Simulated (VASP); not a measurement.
# AlNi (Amm2) in VASP: single point with PBE

Aim: the single point of AlNi with PBE.

Everything below comes from runs of VASP 6.6.1. Logs are shortened: lines on timing, memory, paths and dates and some standing lists are left out, and cuts for length are marked.

**1. The cell of the first run**

Symmetry: Amm2, No. 38, orthorhombic system. Conventional cell: a = 2.893 Å, b = 4.091 Å, c = 4.091 Å, α = 90.00°, β = 90.00°, γ = 90.00°. Within 2.7 Å of Al (site symmetry mm2) lie 6 Ni at 2.02 to 2.59 Å. Within 2.7 Å of Ni (site symmetry mm2) lie 6 Al at 2.02 to 2.59 Å.

**2. Single point, PBE (atom 2 (Ni) moved by (-0.450, -0.450) A along x and z)**

The input, INCAR:

```
SYSTEM = AlNi
  PREC = Accurate
  ENCUT = 520
  EDIFF = 1E-6
  ISMEAR = 0
  SIGMA = 0.15
  LREAL = .FALSE.
  LASPH = .TRUE.
  NELM = 80
  ALGO = Fast
  ISIF = 2
  LWAVE = .FALSE.
  LCHARG = .FALSE.
  GGA = PE
  NBANDS = 14
```

The input, KPOINTS:

```
regular mesh
0
G
  20 20 20
  0 0 0
```

The input, POSCAR:

```
AlNi
1.0
    2.8930835280      0.0000000000      0.0000000000
    0.0000000000      2.8930835280      0.0000000000
    0.0000000000      0.0000000000      2.8930835280
Al Ni
1 1
Direct
    0.0000000000      0.0000000000      0.0000000000
    0.3444566167      0.5000000000      0.3444566167
```

Potentials or basis: VASP PAW PBE potentials, release 64 (Al, Ni).

Run with:

```bash
$ cat potpaw_PBE.64/Al/POTCAR potpaw_PBE.64/Ni/POTCAR > POTCAR
$ mpirun -np 1 vasp_std > vasp.out
```

OUTCAR:

```text
SYSTEM = AlNi
   PREC = Accurate
   ENCUT = 520
   EDIFF = 1E-6
   ISMEAR = 0
   LREAL = .FALSE.
   LASPH = .TRUE.
   NELM = 80
   ISIF = 2
   GGA = PE

 ion  position               nearest neighbor table
   1  0.000  0.000  0.000-   2 2.02   2 2.02   2 2.59   2 2.59   2 2.59   2 2.59   2 3.05   2 3.05

   2  0.344  0.500  0.344-   1 2.02   1 2.02   1 2.59   1 2.59   1 2.59   1 2.59   1 3.05   1 3.05

  LATTYP: Found a simple cubic cell.
 ALAT       =     2.8930835280

  Lattice vectors:

 A1 = (   2.8930835280,   0.0000000000,   0.0000000000)
 A2 = (   0.0000000000,   2.8930835280,   0.0000000000)
 A3 = (   0.0000000000,   0.0000000000,   2.8930835280)

Analysis of symmetry for initial positions (statically):
=====================================================================
 Subroutine PRICEL returns:
 Original cell was already a primitive cell.

 Routine SETGRP: Setting up the symmetry group for a
 simple cubic supercell.

 Subroutine GETGRP returns: Found  4 space group operations
 (whereof  4 operations were pure point group operations)
 out of a pool of 48 trial point group operations.

The static configuration has the point symmetry C_2v.

Analysis of symmetry for dynamics (positions and initial velocities):
=====================================================================
 Subroutine PRICEL returns:
 Original cell was already a primitive cell.

 Routine SETGRP: Setting up the symmetry group for a
 simple cubic supercell.

 Subroutine GETGRP returns: Found  4 space group operations
 (whereof  4 operations were pure point group operations)
 out of a pool of 48 trial point group operations.

The dynamic configuration has the point symmetry C_2v.

 Subroutine INISYM returns: Found  4 space group operations
 (whereof  4 operations are pure point group operations),
 and found     1 'primitive' translations

----------------------------------------------------------------------------------------

                                     Primitive cell

  volume of cell :      24.2149

  direct lattice vectors                    reciprocal lattice vectors
     2.893083528  0.000000000  0.000000000     0.345651963  0.000000000  0.000000000
     0.000000000  2.893083528  0.000000000     0.000000000  0.345651963  0.000000000
     0.000000000  0.000000000  2.893083528     0.000000000  0.000000000  0.345651963

  length of vectors
     2.893083528  2.893083528  2.893083528     0.345651963  0.345651963  0.345651963

  position of ions in fractional coordinates (direct lattice)
     0.000000000  0.000000000  0.000000000
     0.344456617  0.500000000  0.344456617

  ion indices of the primitive-cell ions
   primitive index   ion index
                 1           1
                 2           2

----------------------------------------------------------------------------------------

 KPOINTS: regular mesh

Automatic generation of k-mesh.
 Grid dimensions read from file:
 generate k-points for:   20   20   20

 Generating k-lattice:

  Cartesian coordinates                     Fractional coordinates (reciprocal lattice)
     0.017282598  0.000000000  0.000000000     0.050000000  0.000000000  0.000000000
     0.000000000  0.017282598  0.000000000     0.000000000  0.050000000  0.000000000
     0.000000000  0.000000000  0.017282598     0.000000000  0.000000000  0.050000000

  Length of vectors
     0.017282598  0.017282598  0.017282598

  Shift w.r.t. Gamma in fractional coordinates (k-lattice)
     0.000000000  0.000000000  0.000000000

 Subroutine IBZKPT returns following result:
 ===========================================

 Found   1221 irreducible k-points:

 Following reciprocal coordinates:
            Coordinates               Weight
  0.000000  0.000000  0.000000      1.000000
  0.050000  0.000000  0.000000      4.000000
  0.000000  0.050000  0.000000      2.000000
  0.100000  0.000000  0.000000      4.000000
  0.000000  0.100000  0.000000      2.000000
  0.150000  0.000000  0.000000      4.000000
[... 16 lines left out ...]
  0.050000  0.000000  0.050000      2.000000
 -0.050000  0.000000  0.050000      2.000000
 [... further k-points ...]
   k-points           NKPTS =   1221   k-points in BZ     NKDIM =   1221   number of bands    NBANDS=     14
   number of dos      NEDOS =    301   number of ions     NIONS =      2
   total plane-waves  NPLWV =  13824
   dimension x,y,z NGX =    24 NGY =   24 NGZ =   24
   dimension x,y,z NGXF=    48 NGYF=   48 NGZF=   48
   ions per type =               1   1
   NGX,Y,Z   is equivalent  to a cutoff of  13.79, 13.79, 13.79 a.u.
   NGXF,Y,Z  is equivalent  to a cutoff of  27.58, 27.58, 27.58 a.u.
 SYSTEM =  AlNi
   PREC   = accura    normal or accurate (medium, high low for compatibility)
   ISTART =      0    job   : 0-new  1-cont  2-samecut
   ICHARG =      2    charge: 1-file 2-atom 10-const
   ISPIN  =      1    spin polarized calculation?
   LNONCOLLINEAR =      F non collinear calculations
   LSORBIT =      F    spin-orbit coupling
   LASPH  =      T    aspherical Exc in radial PAW
   ENCUT  =  520.0 eV  38.22 Ry    6.18 a.u.   5.38  5.38  5.38*2*pi/ulx,y,z
   NELM   =     80;   NELMIN=  2; NELMDL= -5     # of ELM steps
   EDIFF  = 0.1E-05   stopping-criterion for ELM
   LREAL  =      F    real-space projection
   EDIFFG = 0.1E-04   stopping-criterion for IOM
   NSW    =      0    number of steps for IOM
   IBRION =     -1    ionic relax: 0-MD 1-quasi-New 2-CG
   NFREE  =      0    steps in history (QN), initial steepest desc. (CG)
   ISIF   =      2    stress and relaxation
   ISYM   =      2    0-nonsym 1-usesym 2-fastsym
   POTIM  = 0.5000    time-step for ionic-motion
   TEBEG  =    0.0;   TEEND  =   0.0 temperature during run
   PSTRESS=    0.0 pullay stress
   NELECT =      13.0000    total number of electrons
   NUPDOWN=      -1.0000    fix difference up-down
   EMIN   =  10.00;   EMAX   =-10.00  energy-range for DOS
   EFERMI =   0.00;   METHOD = LEGACY
   ISMEAR =     0;   SIGMA  =   0.15  broadening in eV -4-tet -1-fermi 0-gaus
   EFERMI_NEDOS =   21; number of points for ismear=-14 and -15
   IALGO  =     68    algorithm
   IMIX   =      4    mixing-type and parameters
     AMIX     =   0.40;   BMIX     =  1.00
     AMIX_MAG =   1.60;   BMIX_MAG =  1.00
  volume/ion in A,a.u.               =      12.11        81.71
  Fermi-wavevector in a.u.,A,eV,Ry     =   1.330541  2.514358 24.086934  1.770340
  Thomas-Fermi vector in A             =   2.459620
   LORBIT       =      0    0 simple, 1 ext, 2 COOP (PROOUT), +10 PAW based schemes
   GGA     = PE    functional components
   LHFCALC =     F    Hartree Fock is set to
   AEXX    =    0.0000 exact exchange contribution
   IVDW    =     0    specifies the selected vdW correction
   LEPSILON=     F    determine dielectric tensor
   LRPA    =     F    only Hartree local field effects (RPA)
 non-spin polarized calculation
 RMM-DIIS sequential band-by-band and
 Gauss-broadening in eV      SIGMA  =   0.15
  energy-cutoff  :      520.00
  volume of cell :       24.21
 maximum number of plane-waves:       672
 NGX is ok and might be reduce to    24
   NGX = 11   NGY = 11   NGZ = 11

 number of electron      12.9999997 magnetization

 Free energy of the ion-electron system (eV)
  ---------------------------------------------------
  ext. energy  EPLUGINS =         0.00000000
  ---------------------------------------------------
  free energy    TOTEN  =        -9.01412852 eV

  energy without entropy =       -9.00557825  energy(sigma->0) =       -9.00985338

 E-fermi :   9.7376     XC(G=0): -11.8846

 val. band max:        9.7356195386   @ k =   0.0500   0.3500   0.3000
 cond. band min:       9.7398727259   @ k =   0.1000   0.3500   0.2500
 fundamental gap:      0.0042531873
 Fermi energy:         9.7376053489

 k-point     1 :       0.0000    0.0000    0.0000
  band No.  band energies     occupation
      1      -1.1361      2.00000
      2       6.0917      2.00000
      3       6.3727      2.00000
      4       7.6233      2.00000
      5       8.1044      2.00000
      6       8.1100      2.00000
      7      15.1472      0.00000
      8      15.4251      0.00000
      9      15.9793      0.00000
     10      18.3078      0.00000
     11      18.3804      0.00000
     12      21.7411      0.00000
     13      29.0027      0.00000
     14      29.9477      0.00000

 k-point     2 :       0.0500    0.0000    0.0000
  band No.  band energies     occupation
      1      -1.0910      2.00000
      2       6.0966      2.00000
      3       6.3757      2.00000
      4       7.6147      2.00000
      5       8.0878      2.00000
      6       8.1010      2.00000
      7      14.7593      0.00000
      8      15.4831      0.00000
      9      15.8991      0.00000
     10      18.3572      0.00000
     11      18.7943      0.00000
     12      21.9001      0.00000
     13      28.8624      0.00000
     14      29.5734      0.00000

 k-point     3 :       0.0000    0.0500    0.0000
  band No.  band energies     occupation
      1      -1.0900      2.00000
      2       6.0953      2.00000
      3       6.3816      2.00000
      4       7.6105      2.00000
      5       8.0864      2.00000
      6       8.1059      2.00000
      7      14.7447      0.00000
      8      15.2162      0.00000
      9      16.3262      0.00000
     10      18.3126      0.00000
     11      18.6189      0.00000
     12      21.9682      0.00000
     13      28.6951      0.00000
     14      29.8525      0.00000
[... 324 lines left out ...]
 k-point    23 :       0.0500    0.0000    0.0500
  band No.  band energies     occupation
      1      -1.0457      2.00000
      2       6.1051      2.00000
      3       6.3778      2.00000
      4       7.6031      2.00000
      5       8.0652      2.00000
      6       8.0962      2.00000
      7      14.6196      0.00000
      8      15.5340      0.00000
      9      15.5400      0.00000
     10      18.7062      0.00000
     11      18.9816      0.00000
     12      22.0055      0.00000
     13      28.7517      0.00000
     14      29.1026      0.00000

 k-point    24 :      -0.0500    0.0000    0.0500
  band No.  band energies     occupation
      1      -1.0463      2.00000
      2       6.0978      2.00000
      3       6.3807      2.00000
      4       7.6099      2.00000
      5       8.0758      2.00000
      6       8.0871      2.00000
      7      14.5211      0.00000
      8      15.5420      0.00000
      9      15.6595      0.00000
     10      18.7043      0.00000
     11      18.9120      0.00000
     12      22.0791      0.00000
     13      28.7917      0.00000
     14      29.1937      0.00000

 [... further k-points ...]

------------------------ aborting loop because EDIFF is reached ----------------------------------------

  FORCE on cell =-STRESS in cart. coord.  units (eV):
  Direction    XX          YY          ZZ          XY          YZ          ZX
  --------------------------------------------------------------------------------------
  -------------------------------------------------------------------------------------
  Total        3.0178606      6.7937084      3.0178606      0.0000000      0.0000000      3.6160591
  in kB      199.6764447    449.5050434    199.6764447      0.0000000      0.0000000    239.2561934
  external PRESSURE =     282.9526443 kB  Pullay stress =       0.0000000 kB

 VOLUME and BASIS-vectors are now :
 -----------------------------------------------------------------------------
  energy-cutoff  :      520.00
  volume of cell :       24.21
      direct lattice vectors                 reciprocal lattice vectors
     2.893083528  0.000000000  0.000000000     0.345651963  0.000000000  0.000000000
     0.000000000  2.893083528  0.000000000     0.000000000  0.345651963  0.000000000
     0.000000000  0.000000000  2.893083528     0.000000000  0.000000000  0.345651963

 POSITION                                       TOTAL-FORCE (eV/Angst)
 -----------------------------------------------------------------------------------
      0.00000      0.00000      0.00000        -4.178471      0.000000     -4.178471
      0.99654      1.44654      0.99654         4.178471      0.000000      4.178471
 -----------------------------------------------------------------------------------
    total drift:                                0.000033      0.000000      0.000032

  FREE ENERGIE OF THE ION-ELECTRON SYSTEM (eV)
  ---------------------------------------------------
  free  energy   TOTEN  =        -9.0141285189 eV

  energy  without entropy=       -9.0055782451  energy(sigma->0) =       -9.00985338
```

Wall time 4.4 min (1 thread of Intel Xeon Platinum 8259CL at 2.50GHz (Skylake/Cascade Lake), shared host); peak memory 0.51 GiB.

What came out:

* Free energy: -9.0141 eV
* Pressure: 28.3 GPa
* Largest force: 5.909 eV/Å
* Band gap on the k mesh: zero (an odd number of electrons rules out a gap without spin polarisation)

Forces on the atoms (eV/Å):
```
Al  -4.178  0.000 -4.178
Ni   4.178  0.000  4.178
```

Stress tensor (GPa, compression positive):
```
19.97  0.00 23.93
 0.00 44.95  0.00
23.93  0.00 19.97
```

Caveat: the cell differs from its parent crystal (atom 2 (Ni) moved by (-0.450, -0.450) A along x and z); the stress differs along the axes, from 20 to 45 GPa; forces of over 1 eV/Å act on the atoms, so gaps and moduli don't describe the material at rest.
